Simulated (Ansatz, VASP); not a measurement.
Be3Se2S in VASP and in Ansatz

File INCAR:

```
PREC = Accurate
ENCUT = 600
EDIFF = 1E-6
ISMEAR = 0
SIGMA = 0.1
LREAL = False
LASPH = True
NELM = 100
ALGO = Normal
ISIF = 3
LWAVE = False
LCHARG = False
GGA = PE
IBRION = 2
NSW = 80
EDIFFG = -0.025
```

KPOINTS

```
regular mesh
0
Gamma
  4 2 4
```

Contents of POSCAR:

```
Be3Se2S
1.0
    3.5646549870      0.0501752055     -5.1275782456
   -3.4974164335     -0.0146801927     -5.0799927411
    1.8309627541      5.4900426454     -2.5826268616
Be Se S
6 4 2
Direct
    0.7418525209      0.9306965554      0.3205059618
    0.2128905857      0.3941606165      0.3256436257
    0.0512704105      0.8524479635      0.6498612570
    0.4921371581      0.3974082686      0.6604344623
    0.3926672562      0.8330830003     -0.0031863217
    0.8352525078      0.3708287867      0.0223246036
    0.6751306893      1.0214547422      0.6432792805
    0.2085294839      0.4612771210      0.6882753808
    0.3749764675      0.9809281144      0.3551758407
    0.8199961092      0.4945270279      0.2797706836
    0.4500322633      0.4996610121      1.0403887404
   -0.0047354524      0.0135267914      1.0175264854
```

Input for Ansatz:

```yaml
crystal:
  lattice:
    - [3.564654987, 0.0501752055, -5.1275782456]
    - [-3.4974164335, -0.0146801927, -5.0799927411]
    - [1.8309627541, 5.4900426454, -2.5826268616]
  atoms:
    - { symbol: Be, position: [0.7418525209, 0.9306965554, 0.3205059618] }
    - { symbol: Be, position: [0.2128905857, 0.3941606165, 0.3256436257] }
    - { symbol: Be, position: [0.0512704105, 0.8524479635, 0.649861257] }
    - { symbol: Be, position: [0.4921371581, 0.3974082686, 0.6604344623] }
    - { symbol: Be, position: [0.3926672562, 0.8330830003, -0.0031863217] }
    - { symbol: Be, position: [0.8352525078, 0.3708287867, 0.0223246036] }
    - { symbol: Se, position: [0.6751306893, 1.0214547422, 0.6432792805] }
    - { symbol: Se, position: [0.2085294839, 0.461277121, 0.6882753808] }
    - { symbol: Se, position: [0.3749764675, 0.9809281144, 0.3551758407] }
    - { symbol: Se, position: [0.8199961092, 0.4945270279, 0.2797706836] }
    - { symbol: S, position: [0.4500322633, 0.4996610121, 1.0403887404] }
    - { symbol: S, position: [-0.0047354524, 0.0135267914, 1.0175264854] }
basis:
  ecutwfc: 420
kpoints:
  mp_grid: { grid: [4, 2, 4] }
hamiltonian:
  xc: pbe
scf:
  occupations: { method: gaussian, width: 0.1 }
  lower_state_search: "off"
output:
  forces: true
  stress: true
  eigenvalues: true
relax:
  adjacent_minimum: "off"
  f_tol: 0.025
  max_steps: 60
  cell: { stress_tol: 0.25 }
```

Change from the starting cell: cell x2, atoms moved at random (sigma 0.15 Å) and cell strained at random (1.5 %), then relaxed without symmetry.

Alike in both runs: task relaxation of cell and atoms; functional PBE; k mesh 4 × 2 × 4; occupations gaussian, width 0.1 eV; no spin polarisation.

```csv
,VASP,Ansatz
version,VASP 6.6.1,Ansatz 0.2.0
potentials or method,"VASP PAW PBE potentials, release 64 (Be, Se, S), cutoff 600 eV","scalar-relativistic, plane waves, PAW"
valence electrons in the cell,48,88
```

```tsv
	VASP	Ansatz	Ansatz less VASP
gap on the k mesh at the Fermi level, each at its own relaxed structure (eV)	2.67	2.68	+0.005
relaxed volume (Å³/atom)	16.37	16.35	-0.024
relaxed cell length with the largest relative difference (Å)	6.219	6.215	-0.0040
```

VASP's potentials hold 48 valence electrons a cell and Ansatz's 88, so a difference there can come from the potentials and not from the codes.

The k mesh is coarse, so the values compare programs but aren't converged.
